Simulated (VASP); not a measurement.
Write the native input for VASP 6.6.1 that does the following.

| Item | Value |
| --- | --- |
| Task | single point |
| Functional | PBEsol |
| Potentials or basis | VASP PAW PBE potentials, release 64 (Nb_sv, Te) |
| Cutoff | 520 eV |
| k mesh | 12 × 12 × 12 |
| Occupations | tetrahedron |
| Spin | no spin polarisation |
| Hubbard terms | Nb d U = 2.0 eV |
| Dipole correction | no |
| Further INCAR settings | ALGO = Normal; EDIFF = 1e-06; NBANDS = 16 |

The structure of NbTe (CsCl type) lies in POSCAR:

```
NbTe
1.0
    3.0889501291      0.0000000000      0.0000000000
    0.0000000000      3.0889501291      0.0000000000
    0.0000000000      0.0000000000      3.0889501291
Nb Te
1 1
Direct
    0.0000000000      0.0000000000      0.0000000000
    0.5000000000      0.5000000000      0.5000000000
```

These files were run (other wordings do the same):

INCAR

```
SYSTEM = NbTe
PREC = Accurate
ENCUT = 520
EDIFF = 1E-6
ISMEAR = -4
SIGMA = 0.1
LREAL = .False.
LASPH = .True.
NELM = 150
ALGO = Normal
ISIF = 2
LWAVE = .False.
LCHARG = .False.
LMAXMIX = 4
LDAU = .True.
LDAUTYPE = 2
LDAUL = 2 -1
LDAUU = 2 0
LDAUJ = 0 0
LDAUPRINT = 1
GGA = PS
NBANDS = 16
```

KPOINTS

```
regular mesh
0
Gamma
  12 12 12
  0 0 0
```

Potentials or basis: VASP PAW PBE potentials, release 64 (Nb_sv, Te).

Run with:

```console
$ cat potpaw_PBE.64/Nb_sv/POTCAR potpaw_PBE.64/Te/POTCAR > POTCAR
$ mpirun -np 1 vasp_std > vasp.out
```

It gave:

```json
{"Pressure": "80.1 GPa"}
```

Caveat: the PAW data sets were made with another functional, which shifts forces and pressure a little; U without spin polarisation on a metal has little footing; the U is typed as a test and isn't derived for this compound.

It took 9.7 s on 1 thread of Intel(R) Xeon(R) 6975P-C (Granite Rapids), with other jobs on the host, peak memory 0.17 GiB.
